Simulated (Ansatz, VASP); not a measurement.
## AgCl in VASP and in Ansatz

INCAR

```
SYSTEM = AgCl
PREC     = Accurate       ! precision mode
ENCUT    = 520            ! plane-wave cutoff, eV
EDIFF    = 1E-6           ! SCF threshold, eV
ISMEAR   = 0              ! smearing method
SIGMA    = 0.05           ! smearing width, eV
LREAL    = .FALSE.        ! projectors in reciprocal space
LASPH    = .TRUE.         ! aspherical terms in the spheres
NELM     = 60             ! most SCF steps
ALGO     = Normal         ! electronic algorithm
ISIF     = 2              ! what is computed and relaxed
LWAVE    = .FALSE.        ! write WAVECAR
LCHARG   = .FALSE.        ! write CHGCAR
GGA      = PS             ! functional
NBANDS   = 16             ! bands
```

KPOINTS

```
Automatic mesh
0
G
  12 12 12
  0 0 0
```

POSCAR

```
AgCl
1.0
    3.3335613177      0.0902715648      0.0902715648
    0.0902715648      3.3335613177      0.0902715648
    0.0902715648      0.0902715648      3.3335613177
Ag Cl
1 1
Direct
    0.0000000000      0.0000000000      0.0000000000
    0.5000000000      0.5000000000      0.5000000000
```

Input for Ansatz:

```yaml
crystal:
  lattice:
    - [3.3335613177, 0.0902715648, 0.0902715648]
    - [0.0902715648, 3.3335613177, 0.0902715648]
    - [0.0902715648, 0.0902715648, 3.3335613177]
  atoms:
    - { symbol: Ag, position: [0.0, 0.0, 0.0] }
    - { symbol: Cl, position: [0.5, 0.5, 0.5] }
basis:
  ecutwfc: 420
kpoints:
  mp_grid: { grid: [12, 12, 12] }
hamiltonian:
  xc: pbesol
scf:
  occupations: { method: gaussian, width: 0.05 }
output:
  forces: true
  stress: true
  eigenvalues: true
```

Alike in both runs: task single point; functional PBEsol; k mesh 12 × 12 × 12; occupations gaussian, width 0.05 eV; no spin polarisation.

|  | VASP | Ansatz |
| --- | --- | --- |
| version | VASP 6.6.1 | Ansatz 0.2.0 |
| potentials or method | VASP PAW PBE potentials, release 64 (Ag, Cl), cutoff 520 eV | scalar-relativistic, plane waves, PAW |
| valence electrons in the cell | 18 | 26 |

Ansatz gave:

```
gap on the k mesh at the Fermi level (eV)                     : 0.32
least direct gap on the mesh (eV)                             : 2.09
pressure (GPa)                                                : 0.2
traceless stress, the component that is largest in VASP (GPa) : 0.63
```

**Question.** Estimate VASP's values.

**Answer.** gap on the k mesh at the Fermi level (eV): 0.32; least direct gap on the mesh (eV): 2.10; pressure (GPa): 0.1; traceless stress, the component that is largest in VASP (GPa): 0.63.

VASP's potentials were made for PBE, not for PBEsol. With one functional, cell and mesh, what is left measures potentials, basis and numerics. VASP's potentials hold 18 valence electrons a cell and Ansatz's 26, so a difference there can come from the potentials and not from the codes.
